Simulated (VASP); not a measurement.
A run of VASP 6.6.1 is set up as follows.

Contents of INCAR:

```
  PREC = Accurate
  ENCUT = 520
  EDIFF = 1E-6
  ISMEAR = -1
  SIGMA = 0.04
  LREAL = False
  LASPH = True
  NELM = 60
  ALGO = Normal
  ISIF = 2
  LWAVE = False
  LCHARG = False
  GGA = PE
  NBANDS = 15
```

Contents of KPOINTS:

```
Automatic mesh
0
Gamma
  6 6 3
```

POSCAR

```
Os
1.0
    2.7341000000      0.0000000000      0.0000000000
   -1.3670500000      2.3678000565      0.0000000000
    0.0000000000      0.0000000000      4.3197000000
Os
2
Direct
    0.6666666667      0.3333333333      0.7500000000
    0.3333333333      0.6666666667      0.2500000000
```

Potentials or basis: VASP PAW PBE potentials, release 64 (Os).

Launch:

```sh
$ cat potpaw_PBE.64/Os/POTCAR > POTCAR
$ mpirun -np 1 vasp_std > vasp.out
```

Problem. What does it give for the pressure?

Solution. 9.8 GPa.

Problem. Estimate the band gap on the k mesh.

Solution. Zero (band 8 reaches 11.54 eV, above the bottom of band 9 at 7.94 eV).

Stress tensor (GPa, compression positive):
```
11.19  0.00  0.00
 0.00 11.19  0.00
 0.00  0.00  6.88
```

Caveat: the k points lie up to 0.48 Å⁻¹ apart; spin-orbit coupling is left out, which moves the levels of the heavy elements.
